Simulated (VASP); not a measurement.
Runs of VASP 6.6.1 on Mo. The structure is that of space group Im-3m (No. 229), or close to it. The cells are those of the table. 

```tsv
cell	gap on the mesh (eV)	pressure (GPa)
a = 2.688 Å, angles 109.5°, 1 atom	none	7.6
a = 2.725 Å, angles 109.5°, 1 atom	none	-4.1
a = 2.761 Å, angles 109.5°, 1 atom	none	-13.5
a = 2.743 Å, angles 109.5°, 1 atom	none	(a)
a = 2.670 Å, angles 109.5°, 1 atom	none	14.4
a = 2.707 Å, angles 109.5°, 1 atom	none	1.4
a = 2.779 Å, angles 109.5°, 1 atom	none	(b)
```

Alike in all rows: task single point; level PBEsol; potentials or basis VASP PAW PBE potentials, release 64 (Mo_sv); no spin polarisation; k mesh 13 × 13 × 13; cutoff (eV) 520; smearing fermi-dirac 0.1 eV.

Question: Fill in the values left out.

Answer: (a) -9.0; (b) -17.5.

Caveats: the PAW data sets were made with another functional, which shifts forces and pressure a little.

A k mesh can miss the band edges, and the runs leave out spin-orbit coupling on Mo.

A gap of «none» marks levels without a gap at the run's occupations.
